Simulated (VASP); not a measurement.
# ZnSe (I-4m2) in VASP: a series of runs, part 2 of 3

VASP 6.6.1. The steps go on from the part before.

## (4) Single point, LDA (film at in-plane strain -0.02)

Input file INCAR:

```
ALGO = Normal
EDIFF = 1E-7
ENCUT = 520
ISIF = 2
ISMEAR = 0
LASPH = T
LCHARG = T
LELF = T
LREAL = F
LVHAR = T
LWAVE = F
NBANDS = 16
NELM = 100
PREC = Accurate
SIGMA = 0.01
```

Input file KPOINTS:

```
k-points
0
Gamma
  8 8 8
```

Input file POSCAR:

```
ZnSe
1.0
    2.7280842334      2.7280842334      0.0000000000
   -2.7280842334      2.7280842334      0.0000000000
    0.0000000000      2.7280842334      2.8497075786
Zn Se
1 1
Direct
    0.0000000000      0.0000000000      0.0000000000
    0.7500000000      0.2500000000      0.5000000000
```

Potentials or basis: VASP PAW LDA potentials, release 64 (Zn, Se).

Launch:

```console
cat potpaw_LDA.64/Zn/POTCAR potpaw_LDA.64/Se/POTCAR > POTCAR
mpirun -np 1 vasp_std > vasp.out
```

OUTCAR:

```text
EDIFF = 1E-7
   ENCUT = 520
   ISIF = 2
   ISMEAR = 0
   LASPH = T
   LREAL = F
   NELM = 100
   PREC = Accurate

 ion  position               nearest neighbor table
   1  0.000  0.000  0.000-   2 2.40   2 2.40   2 2.40   2 2.40
   2  0.750  0.250  0.500-   1 2.40   1 2.40   1 2.40   1 2.40

  LATTYP: Found a body centered tetragonal cell.
 ALAT       =     3.8580937222
 C/A-ratio  =     1.4772619764

  Lattice vectors:

 A1 = (   2.7280842334,   0.0000000000,  -2.8497075786)
 A2 = (  -2.7280842334,   0.0000000000,  -2.8497075786)
 A3 = (   0.0000000000,   2.7280842334,   2.8497075786)

Analysis of symmetry for initial positions (statically):
=====================================================================
 Subroutine PRICEL returns:
 Original cell was already a primitive cell.

 Routine SETGRP: Setting up the symmetry group for a
 body centered tetragonal supercell.

 Subroutine GETGRP returns: Found  8 space group operations
 (whereof  8 operations were pure point group operations)
 out of a pool of 16 trial point group operations.

The static configuration has the point symmetry D_2d.

Analysis of symmetry for dynamics (positions and initial velocities):
[... 155 lines left out ...]
  ---------------------------------------------------
  free energy    TOTEN  =        -7.36043230 eV

  energy without entropy =       -7.36043230  energy(sigma->0) =       -7.36043230

 E-fermi :   2.3539     XC(G=0): -10.0164

 val. band max:        2.2123850402   @ k =   0.0000   0.0000   0.0000
 cond. band min:       3.5056340480   @ k =   0.0000   0.0000   0.0000
 fundamental gap:      1.2932490078
 Fermi energy:         2.3539289149

 k-point     1 :       0.0000    0.0000    0.0000
  band No.  band energies     occupation
      1     -11.6107      2.00000
      2      -4.8183      2.00000
      3      -4.7966      2.00000
      4      -4.7966      2.00000
      5      -4.3880      2.00000
      6      -4.3747      2.00000
[... 433 lines left out ...]
      3      -4.7105      2.00000
      4      -4.6892      2.00000
      5      -4.3958      2.00000
      6      -4.3481      2.00000
[... 8 lines left out ...]
     15      13.4431      0.00000
     16      14.6782      0.00000

 [... further k-points ...]
[... 5 lines left out ...]
  --------------------------------------------------------------------------------------
  -------------------------------------------------------------------------------------
  Total        0.5858633      0.5858633      0.1100950      0.0000000      0.0000000     -0.0000000
  in kB       22.1289618     22.1289618      4.1584596      0.0000000      0.0000000     -0.0000000
  external PRESSURE =      16.1387944 kB  Pullay stress =       0.0000000 kB

 VOLUME and BASIS-vectors are now :
 -----------------------------------------------------------------------------
  energy-cutoff  :      520.00
  volume of cell :       42.42
      direct lattice vectors                 reciprocal lattice vectors
     2.728084233  2.728084233  0.000000000     0.183278798  0.183278798 -0.175456599
    -2.728084233  2.728084233  0.000000000    -0.183278798  0.183278798 -0.175456599
     0.000000000  2.728084233  2.849707579     0.000000000  0.000000000  0.350913198

 POSITION                                       TOTAL-FORCE (eV/Angst)
 -----------------------------------------------------------------------------------
      0.00000      0.00000      0.00000         0.000000      0.000000      0.000000
      1.36404      4.09213      1.42485        -0.000000     -0.000000      0.000000
 -----------------------------------------------------------------------------------
    total drift:                               -0.000001     -0.000000     -0.000000

  FREE ENERGIE OF THE ION-ELECTRON SYSTEM (eV)
  ---------------------------------------------------
  free  energy   TOTEN  =        -7.3604322989 eV

  energy  without entropy=       -7.3604322989  energy(sigma->0) =       -7.36043230
```

OSZICAR:

```text
N       E                     dE             d eps       ncg     rms          rms(c)
DAV:   1     0.859796918301E+02    0.85980E+02   -0.88573E+03  1888   0.133E+03
DAV:   2    -0.230873304544E+01   -0.88288E+02   -0.82919E+02  2176   0.256E+02
DAV:   3    -0.763300028978E+01   -0.53243E+01   -0.53070E+01  2304   0.615E+01
DAV:   4    -0.767609506804E+01   -0.43095E-01   -0.43091E-01  2344   0.590E+00
DAV:   5    -0.767630492994E+01   -0.20986E-03   -0.20986E-03  2344   0.370E-01    0.547E+00
DAV:   6    -0.739320526412E+01    0.28310E+00   -0.56100E-01  2704   0.260E+01    0.410E+00
DAV:   7    -0.736561201727E+01    0.27593E-01   -0.15982E-01  2296   0.392E+00    0.170E+00
DAV:   8    -0.736099085832E+01    0.46212E-02   -0.36190E-03  2936   0.868E-01    0.430E-01
DAV:   9    -0.736042359964E+01    0.56726E-03   -0.97047E-04  2200   0.262E-01    0.573E-02
DAV:  10    -0.736044257509E+01   -0.18975E-04   -0.14423E-04  2800   0.137E-01    0.198E-02
DAV:  11    -0.736043230928E+01    0.10266E-04   -0.19953E-05  2848   0.717E-02    0.571E-03
DAV:  12    -0.736043227745E+01    0.31829E-07   -0.32667E-06  2264   0.138E-02    0.136E-03
DAV:  13    -0.736043229894E+01   -0.21489E-07   -0.14596E-07  1856   0.277E-03
   1 F= -.73604323E+01 E0= -.73604323E+01  d E =-.215606E-91
```

stdout:

```text
POSCAR found type information on POSCAR ZnSe
 POSCAR found :  2 types and       2 ions
 scaLAPACK will be used
 LDA part: xc-table for (Slater(with rela. corr.)+CA(PZ))
 , standard interpolation
 POSCAR, INCAR and KPOINTS ok, starting setup
 FFT: planning ... GRIDC
 FFT: planning ... GRID_SOFT
 FFT: planning ... GRID
 WAVECAR not read
 entering main loop
```

Wall time 33 s (1 thread of Intel Xeon Platinum 8375C at 2.90GHz (Ice Lake), shared host); peak memory 0.17 GiB.

What came out:

- Free energy: -7.3604 eV
- Pressure: 1.6 GPa
- Band gap on the k mesh: 1.29 eV, direct

Stress tensor (GPa, compression positive):
```
2.21 0.00 0.00
0.00 2.21 0.00
0.00 0.00 0.42
```

Levels at points of the mesh, in eV from the valence-band top:
```csv
k point,band 5,band 6,band 7,band 8,band 9,band 10,band 11,band 12,band 13,band 14
"(0.00, 0.00, 0.00)",-6.60,-6.59,-0.19,0.00,0.00,1.29,5.62,5.62,5.64,9.86
"(0.50, 0.00, 0.00)",-6.57,-6.41,-5.81,-1.19,-0.90,2.41,6.06,6.40,8.48,11.01
"(0.50, 0.50, 0.00)",-6.54,-6.37,-5.11,-2.65,-2.56,2.51,3.11,11.11,11.18,11.68
"(0.00, 0.00, 0.50)",-6.54,-6.43,-5.38,-2.35,-2.35,2.74,3.53,10.70,11.54,11.54
```

Caveat: the cell differs from its parent crystal (film at in-plane strain -0.02).

(Part 2 of 3 ends here.)
